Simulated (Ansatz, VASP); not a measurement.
AlCo in VASP and in Ansatz

```xyz
2
Lattice="2.8519 0.0000 0.0000 0.0000 2.8519 0.0000 0.0000 0.0000 2.8519" Properties=species:S:1:pos:R:3 pbc="T T T"
Al    0.0000    0.0000    0.0000
Co    1.3899    1.3899    1.3899
```

Change from the starting cell: all Co atoms moved +0.062 Å, as atom 2 towards its neighbour atom 1 (Al) at 2.470 Å.

Alike in both runs: task single point; functional PBE; k mesh 22 × 22 × 22; occupations gaussian, width 0.15 eV; no spin polarisation.

|  | VASP | Ansatz |
| --- | --- | --- |
| version | VASP 6.6.1 | Ansatz 0.2.0 |
| potentials or method | VASP PAW PBE potentials, release 64 (Al, Co), cutoff 520 eV | scalar-relativistic, plane waves, PAW |
| valence electrons in the cell | 12 | 20 |

VASP gave:

| Quantity | Value |
| --- | --- |
| gap on the k mesh at the Fermi level (eV) | none |
| pressure (GPa) | 0.2 |
| traceless stress, the component that is largest in VASP (GPa) | 0.22 |
| rms of the force components (eV/Å) | 0.265 |

Question: What did Ansatz give for the same quantities?

Answer: gap on the k mesh at the Fermi level (eV): none; pressure (GPa): 0.3; traceless stress, the component that is largest in VASP (GPa): 0.22; rms of the force components (eV/Å): 0.264.

Atom by atom the forces differ by 0.001 eV/Å (rms over components). A gap of «none» marks a metal or a gap that the smearing closes. With one functional, cell and mesh, what is left measures potentials, basis and numerics. VASP's potentials hold 12 valence electrons a cell and Ansatz's 20, so a difference there can come from the potentials and not from the codes.
